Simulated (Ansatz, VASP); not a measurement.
This is a calculation of HfN for Ansatz 0.2.0.

The input input.yaml:

```yaml
crystal:
  lattice:
    - [0.0, 2.487125994, 2.487125994]
    - [2.487125994, 0.0, 2.487125994]
    - [2.487125994, 2.487125994, 0.0]
  atoms:
    - { symbol: Hf, position: [0.0, 0.0, 0.0] }
    - { symbol: "N", position: [0.25, 0.25, 0.25] }
hamiltonian:
  xc: pbe
  pseudopotentials: { kind: paw, azcp: { folder: soft_1 } }
kpoints:
  mp_grid: { grid: [9, 9, 9] }
scf:
  occupations: { method: fermi_dirac, width: 0.05 }
output:
  forces: true
  stress: true
  eigenvalues: true
```

Potentials or basis: Ansatz PAW soft_1.

Command:

```console
$ ansatz run input.yaml --threads 1 --pin off --max-ram 3584MiB --backend cpu --events-out ev --progress --plain --runs-dir out
```

Problem. Set up the same calculation for VASP 6.6.1. Potentials there: VASP PAW PBE potentials, release 64 (Hf_pv, N).

Solution. As run (the cutoff follows the program's own potentials):

The input INCAR:

```
SYSTEM = HfN
PREC = Accurate
ENCUT = 520
EDIFF = 1E-7
ISMEAR = -1
SIGMA = 0.05
LREAL = .False.
LASPH = .True.
NELM = 80
ALGO = Normal
ISIF = 2
LWAVE = .False.
LCHARG = .False.
GGA = PE
NBANDS = 14
```

KPOINTS

```
regular mesh
0
Gamma
  9 9 9
  0 0 0
```

POSCAR

```
HfN
1.0
    0.0000000000      2.4871259940      2.4871259940
    2.4871259940      0.0000000000      2.4871259940
    2.4871259940      2.4871259940      0.0000000000
Hf N
1 1
Direct
    0.0000000000      0.0000000000      0.0000000000
    0.2500000000      0.2500000000      0.2500000000
```

Potentials or basis: VASP PAW PBE potentials, release 64 (Hf_pv, N).

Launch:

```bash
$ cat potpaw_PBE.64/Hf_pv/POTCAR potpaw_PBE.64/N/POTCAR > POTCAR
$ mpirun -np 1 vasp_std > vasp.out
```

Both were run:

|  | VASP | Ansatz | Ansatz less VASP |
| --- | --- | --- | --- |
| gap on the k mesh at the Fermi level (eV) | none | none | - |
| pressure (GPa) | -7.3 | -6.2 | +1.09 |

A gap of «none» marks a metal or a gap that the smearing closes. The functional is the same, so the differences come from potentials, cutoffs and numerics. VASP's potentials hold 15 valence electrons a cell and Ansatz's 31, so a difference there can come from the potentials and not from the codes.

Spin-orbit coupling is off throughout.
